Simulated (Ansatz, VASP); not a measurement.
Ca3C5: VASP beside Ansatz

```
CELL_PARAMETERS angstrom
0.00000 4.28538 4.28538
4.28538 0.00000 4.28538
4.28538 4.28538 0.00000
ATOMIC_POSITIONS crystal
Ca 0.25000 0.25000 0.25000
Ca 0.75000 0.75000 0.75000
Ca 0.00000 0.00000 0.00000
C 0.40379 0.78863 0.40379
C 0.40379 0.40379 0.40379
C 0.78863 0.40379 0.40379
C 0.40379 0.40379 0.78863
C 0.50000 0.50000 0.50000
```

Alike in both runs: functional PBE; k mesh 6 × 6 × 6; occupations gaussian, width 0.02 eV; no spin polarisation.

Ansatz relaxed the structure, and its values are those at the end. VASP's run is a single point on that final structure, the one shown.

|  | VASP | Ansatz |
| --- | --- | --- |
| version | VASP 6.6.1 | Ansatz 0.2.0 |
| potentials or method | VASP PAW PBE potentials, release 64 (Ca_sv, C), cutoff 520 eV | scalar-relativistic, plane waves, PAW |
| valence electrons in the cell | 50 | 50 |

```tsv
	VASP	Ansatz	Ansatz less VASP
gap on the k mesh at the Fermi level (eV)	0.67	0.66	0.000
least direct gap on the mesh (eV)	0.68	0.68	-0.001
pressure (GPa)	0.2	0.0	-0.19
rms of the force components (eV/Å)	0.012	0.001	-0.0107
```

The functional is the same, so the differences come from potentials, cutoffs and numerics.
